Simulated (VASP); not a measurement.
# B5O (P6/mmm) in VASP: single point with PBE

Aim: the single point of B5O with PBE.

Program: VASP 6.6.1. These are calculated values, not measurements. Logs are shortened: lines on timing, memory, paths and dates and some standing lists are left out, and cuts for length are marked.

## Step 1: The cell of the first run

The structure is hexagonal, space group P6/mmm (No. 191). Conventional cell: a = 4.046 Å, b = 4.046 Å, c = 2.911 Å, α = 90.00°, β = 90.00°, γ = 120.00°. Within 2.5 Å of B (site symmetry -6m2) lie 9 B at 1.87 to 2.34 Å and 3 O at 2.34 Å. B (site symmetry mmm) has 8 B at 1.87 to 2.02 Å and 4 O at 2.49 Å within 2.5 Å. O (site symmetry 6/mmm) has 18 B at 2.34 to 2.49 Å and 2 O at 2.91 Å within 3.1 Å.

## Step 2: Single point, PBE

File INCAR:

```
SYSTEM = B5O
ALGO     = Normal         ! electronic algorithm
EDIFF    = 1E-6           ! SCF threshold, eV
ENCUT    = 520            ! plane-wave cutoff, eV
GGA      = PE             ! functional
ISIF     = 2              ! what is computed and relaxed
ISMEAR   = 0              ! smearing method
LASPH    = .TRUE.         ! aspherical terms in the spheres
LCHARG   = .TRUE.         ! write CHGCAR
LELF     = .TRUE.         ! ELF
LREAL    = .FALSE.        ! projectors in reciprocal space
LVHAR    = .TRUE.       
LWAVE    = .FALSE.        ! write WAVECAR
NBANDS   = 33             ! bands
NELM     = 100            ! most SCF steps
PREC     = Accurate       ! precision mode
SIGMA    = 0.2            ! smearing width, eV
```

File KPOINTS:

```
k-points
0
G
  6 6 4
  0 0 0
```

File POSCAR:

```
B5O
1.0
    4.0458208387      0.0000000000      0.0000000000
   -2.0229104193      3.5037836255      0.0000000000
    0.0000000000      0.0000000000      5.8229389919
B O
10 2
Direct
    0.6666666667      0.3333333333      0.0000000000
    0.6666666667      0.3333333333      0.5000000000
    0.3333333333      0.6666666667      0.5000000000
    0.3333333333      0.6666666667      0.0000000000
    0.5000000000      0.5000000000      0.2500000000
    0.5000000000      0.5000000000      0.7500000000
    0.0000000000      0.5000000000      0.2500000000
    0.0000000000      0.5000000000      0.7500000000
    0.5000000000      0.0000000000      0.2500000000
    0.5000000000      0.0000000000      0.7500000000
    0.0000000000      0.0000000000      0.5000000000
    0.0000000000      0.0000000000      1.0000000000
```

Potentials or basis: VASP PAW PBE potentials, release 64 (B, O).

Run with:

```sh
cat potpaw_PBE.64/B/POTCAR potpaw_PBE.64/O/POTCAR > POTCAR
mpirun -np 1 vasp_std > vasp.out
```

OUTCAR:

```text
SYSTEM = B5O
   EDIFF = 1E-6
   ENCUT = 520
   GGA = PE
   ISIF = 2
   ISMEAR = 0
   LASPH = .TRUE.
   LREAL = .FALSE.
   NELM = 100
   PREC = Accurate

 ion  position               nearest neighbor table
   1  0.667  0.333  0.000-   9 1.87  10 1.87   7 1.87   8 1.87   5 1.87   6 1.87
   2  0.667  0.333  0.500-   9 1.87  10 1.87   7 1.87   8 1.87   5 1.87   6 1.87
   3  0.333  0.667  0.500-   9 1.87  10 1.87   7 1.87   8 1.87   5 1.87   6 1.87
   4  0.333  0.667  0.000-   9 1.87  10 1.87   7 1.87   8 1.87   5 1.87   6 1.87
   5  0.500  0.500  0.250-   1 1.87   2 1.87   3 1.87   4 1.87   9 2.02   9 2.02   7 2.02   7 2.02

   6  0.500  0.500  0.750-   1 1.87   2 1.87   3 1.87   4 1.87  10 2.02  10 2.02   8 2.02   8 2.02

   7  0.000  0.500  0.250-   1 1.87   2 1.87   3 1.87   4 1.87   5 2.02   5 2.02   9 2.02   9 2.02

   8  0.000  0.500  0.750-   1 1.87   2 1.87   3 1.87   4 1.87   6 2.02   6 2.02  10 2.02  10 2.02

   9  0.500  0.000  0.250-   1 1.87   2 1.87   3 1.87   4 1.87   5 2.02   5 2.02   7 2.02   7 2.02

  10  0.500  0.000  0.750-   1 1.87   2 1.87   3 1.87   4 1.87   6 2.02   6 2.02   8 2.02   8 2.02

  11  0.000  0.000  0.500-
  12  0.000  0.000  0.000-

  LATTYP: Found a hexagonal cell.
 ALAT       =     4.0458208387
 C/A-ratio  =     1.4392478619

  Lattice vectors:

 A1 = (   4.0458208387,   0.0000000000,   0.0000000000)
 A2 = (  -2.0229104193,   3.5037836255,   0.0000000000)
 A3 = (   0.0000000000,   0.0000000000,   5.8229389919)

Analysis of symmetry for initial positions (statically):
=====================================================================
 Subroutine PRICEL returns following result:

  LATTYP: Found a hexagonal cell.
 ALAT       =     4.0458208387
 C/A-ratio  =     0.7196239310

  Lattice vectors:

 A1 = (   4.0458208387,   0.0000000000,   0.0000000000)
 A2 = (  -2.0229104193,   3.5037836255,   0.0000000000)
 A3 = (   0.0000000000,   0.0000000000,   2.9114694960)

   2 primitive cells build up your supercell.

 Routine SETGRP: Setting up the symmetry group for a
 hexagonal supercell.

 Subroutine GETGRP returns: Found 24 space group operations
 (whereof 24 operations were pure point group operations)
 out of a pool of 24 trial point group operations.

The static configuration has the point symmetry D_6h.

Analysis of symmetry for dynamics (positions and initial velocities):
=====================================================================
 Subroutine PRICEL returns following result:

  LATTYP: Found a hexagonal cell.
 ALAT       =     4.0458208387
 C/A-ratio  =     0.7196239310

  Lattice vectors:

 A1 = (   4.0458208387,   0.0000000000,   0.0000000000)
 A2 = (  -2.0229104193,   3.5037836255,   0.0000000000)
 A3 = (   0.0000000000,   0.0000000000,   2.9114694960)

   2 primitive cells build up your supercell.

 Routine SETGRP: Setting up the symmetry group for a
 hexagonal supercell.

 Subroutine GETGRP returns: Found 24 space group operations
 (whereof 24 operations were pure point group operations)
 out of a pool of 24 trial point group operations.

The dynamic configuration has the point symmetry D_6h.

 Subroutine INISYM returns: Found 24 space group operations
 (whereof 24 operations are pure point group operations),
 and found     2 'primitive' translations

----------------------------------------------------------------------------------------

                                     Primitive cell

  volume of cell :      41.2721

  direct lattice vectors                    reciprocal lattice vectors
     4.045820839  0.000000000  0.000000000     0.247168632  0.142702876  0.000000000
    -2.022910419  3.503783626  0.000000000     0.000000000  0.285405752  0.000000000
     0.000000000  0.000000000  2.911469496     0.000000000  0.000000000  0.343469166

  length of vectors
     4.045820839  4.045820839  2.911469496     0.285405752  0.285405752  0.343469166

  position of ions in fractional coordinates (direct lattice)
     0.666666667  0.333333333  0.000000000
     0.333333333  0.666666667  0.000000000
     0.500000000  0.500000000  0.500000000
     0.000000000  0.500000000  0.500000000
     0.500000000  0.000000000  0.500000000
     0.000000000  0.000000000  0.000000000

  ion indices of the primitive-cell ions
   primitive index   ion index
                 1           1
                 2           4
                 3           5
                 4           7
                 5           9
                 6          12

----------------------------------------------------------------------------------------

 KPOINTS: k-points

Automatic generation of k-mesh.
 Grid dimensions read from file:
 generate k-points for:    6    6    4

 Generating k-lattice:

  Cartesian coordinates                     Fractional coordinates (reciprocal lattice)
     0.041194772  0.023783813  0.000000000     0.166666667 -0.000000000  0.000000000
     0.000000000  0.047567625  0.000000000     0.000000000  0.166666667  0.000000000
     0.000000000  0.000000000  0.042933646     0.000000000  0.000000000  0.250000000

  Length of vectors
     0.047567625  0.047567625  0.042933646

  Shift w.r.t. Gamma in fractional coordinates (k-lattice)
     0.000000000  0.000000000  0.000000000

 Subroutine IBZKPT returns following result:
 ===========================================

 Found     21 irreducible k-points:

 Following reciprocal coordinates:
            Coordinates               Weight
  0.000000  0.000000  0.000000      1.000000
  0.166667 -0.000000  0.000000      6.000000
  0.333333  0.000000  0.000000      6.000000
  0.500000 -0.000000  0.000000      3.000000
  0.166667  0.166667  0.000000      6.000000
  0.333333  0.166667  0.000000     12.000000
[... 13 lines left out ...]
  0.333333  0.166667  0.500000     12.000000
  0.333333  0.333333  0.500000      2.000000
   k-points           NKPTS =     21   k-points in BZ     NKDIM =     21   number of bands    NBANDS=     33
   number of dos      NEDOS =    301   number of ions     NIONS =     12
   total plane-waves  NPLWV =  43200
   dimension x,y,z NGX =    30 NGY =   30 NGZ =   48
   dimension x,y,z NGXF=    60 NGYF=   60 NGZF=   96
   ions per type =              10   2
   NGX,Y,Z   is equivalent  to a cutoff of  12.33, 12.33, 13.70 a.u.
   NGXF,Y,Z  is equivalent  to a cutoff of  24.65, 24.65, 27.41 a.u.
 SYSTEM =  B5O
   PREC   = accura    normal or accurate (medium, high low for compatibility)
   ISTART =      0    job   : 0-new  1-cont  2-samecut
   ICHARG =      2    charge: 1-file 2-atom 10-const
   ISPIN  =      1    spin polarized calculation?
   LNONCOLLINEAR =      F non collinear calculations
   LSORBIT =      F    spin-orbit coupling
   LASPH  =      T    aspherical Exc in radial PAW
   ENCUT  =  520.0 eV  38.22 Ry    6.18 a.u.   7.52  7.52 10.83*2*pi/ulx,y,z
   NELM   =    100;   NELMIN=  2; NELMDL= -5     # of ELM steps
   EDIFF  = 0.1E-05   stopping-criterion for ELM
   LREAL  =      F    real-space projection
   EDIFFG = 0.1E-04   stopping-criterion for IOM
   NSW    =      0    number of steps for IOM
   IBRION =     -1    ionic relax: 0-MD 1-quasi-New 2-CG
   NFREE  =      0    steps in history (QN), initial steepest desc. (CG)
   ISIF   =      2    stress and relaxation
   ISYM   =      2    0-nonsym 1-usesym 2-fastsym
   POTIM  = 0.5000    time-step for ionic-motion
   TEBEG  =    0.0;   TEEND  =   0.0 temperature during run
   PSTRESS=    0.0 pullay stress
   NELECT =      42.0000    total number of electrons
   NUPDOWN=      -1.0000    fix difference up-down
   EMIN   =  10.00;   EMAX   =-10.00  energy-range for DOS
   EFERMI =   0.00;   METHOD = LEGACY
   ISMEAR =     0;   SIGMA  =   0.20  broadening in eV -4-tet -1-fermi 0-gaus
   EFERMI_NEDOS =   21; number of points for ismear=-14 and -15
   IALGO  =     38    algorithm
   IMIX   =      4    mixing-type and parameters
     AMIX     =   0.40;   BMIX     =  1.00
     AMIX_MAG =   1.60;   BMIX_MAG =  1.00
  volume/ion in A,a.u.               =       6.88        46.42
  Fermi-wavevector in a.u.,A,eV,Ry     =   1.306961  2.469798 23.240742  1.708146
  Thomas-Fermi vector in A             =   2.437728
   LORBIT       =      0    0 simple, 1 ext, 2 COOP (PROOUT), +10 PAW based schemes
   GGA     = PE    functional components
   LHFCALC =     F    Hartree Fock is set to
   AEXX    =    0.0000 exact exchange contribution
   IVDW    =     0    specifies the selected vdW correction
   LEPSILON=     F    determine dielectric tensor
   LRPA    =     F    only Hartree local field effects (RPA)
 non-spin polarized calculation
 Gauss-broadening in eV      SIGMA  =   0.20
  energy-cutoff  :      520.00
  volume of cell :       82.54
 maximum number of plane-waves:      2245
   NGX = 15   NGY = 15   NGZ = 21

 number of electron      42.0000006 magnetization

 Free energy of the ion-electron system (eV)
  ---------------------------------------------------
  ext. energy  EPLUGINS =         0.00000000
  ---------------------------------------------------
  free energy    TOTEN  =       -61.97618805 eV

  energy without entropy =      -61.88663355  energy(sigma->0) =      -61.93141080

 E-fermi :   7.0916     XC(G=0): -12.2715

 val. band max:        7.0909073215   @ k =   0.3333   0.1667   0.0000
 cond. band min:       7.1290465597   @ k =   0.3333   0.3333   0.2500
 fundamental gap:      0.0381392382
 Fermi energy:         7.0916349645

 k-point     1 :       0.0000    0.0000    0.0000
  band No.  band energies     occupation
      1     -11.9380      2.00000
      2     -10.7485      2.00000
      3      -6.6411      2.00000
      4      -6.4694      2.00000
      5      -3.4290      2.00000
      6      -2.9494      2.00000
[... 25 lines left out ...]
     32      15.2321      0.00000
     33      15.2324      0.00000
[... 689 lines left out ...]
      3      -6.3006      2.00000
      4      -6.3006      2.00000
      5      -6.3006      2.00000
      6      -6.3006      2.00000
[... 25 lines left out ...]
     32      12.4406      0.00000
     33      15.0077      0.00000

------------------------ aborting loop because EDIFF is reached ----------------------------------------

  FORCE on cell =-STRESS in cart. coord.  units (eV):
  Direction    XX          YY          ZZ          XY          YZ          ZX
  --------------------------------------------------------------------------------------
  -------------------------------------------------------------------------------------
  Total       -0.0206052     -0.0206052      0.0738135     -0.0000000      0.0000000      0.0000000
  in kB       -0.3999459     -0.3999459      1.4327159     -0.0000000      0.0000000      0.0000000
  external PRESSURE =       0.2109414 kB  Pullay stress =       0.0000000 kB

 VOLUME and BASIS-vectors are now :
 -----------------------------------------------------------------------------
  energy-cutoff  :      520.00
  volume of cell :       82.54
      direct lattice vectors                 reciprocal lattice vectors
     4.045820839  0.000000000  0.000000000     0.247168632  0.142702876  0.000000000
    -2.022910419  3.503783626  0.000000000     0.000000000  0.285405752  0.000000000
     0.000000000  0.000000000  5.822938992     0.000000000  0.000000000  0.171734583

 POSITION                                       TOTAL-FORCE (eV/Angst)
 -----------------------------------------------------------------------------------
      2.02291      1.16793      0.00000        -0.000000      0.000000     -0.000000
      2.02291      1.16793      2.91147        -0.000000      0.000000      0.000000
     -0.00000      2.33586      2.91147         0.000000     -0.000000     -0.000000
     -0.00000      2.33586      0.00000         0.000000     -0.000000      0.000000
      1.01146      1.75189      1.45573        -0.000000      0.000000      0.000000
      1.01146      1.75189      4.36720        -0.000000      0.000000      0.000000
     -1.01146      1.75189      1.45573        -0.000000      0.000000      0.000000
     -1.01146      1.75189      4.36720        -0.000000      0.000000      0.000000
      2.02291      0.00000      1.45573        -0.000000      0.000000      0.000000
      2.02291      0.00000      4.36720        -0.000000      0.000000      0.000000
      0.00000      0.00000      2.91147        -0.000000      0.000000      0.000000
      0.00000      0.00000      0.00000        -0.000000      0.000000     -0.000000
 -----------------------------------------------------------------------------------
    total drift:                                0.000000      0.000000      0.000000

  FREE ENERGIE OF THE ION-ELECTRON SYSTEM (eV)
  ---------------------------------------------------
  free  energy   TOTEN  =       -61.9761880542 eV

  energy  without entropy=      -61.8866335468  energy(sigma->0) =      -61.93141080
```

It took 66 s on 1 thread of Intel Xeon Platinum 8488C (Sapphire Rapids), shared host; peak memory 0.2 GiB.

Results:

| Item | Value |
| --- | --- |
| Free energy | -61.9762 eV |
| Pressure | 0.0 GPa |
| Band gap on the k mesh | zero (band 21 reaches 7.41 eV, above the bottom of band 22 at 6.31 eV) |

Stress tensor (GPa, compression positive):
```
-0.04  0.00  0.00
 0.00 -0.04  0.00
 0.00  0.00  0.14
```
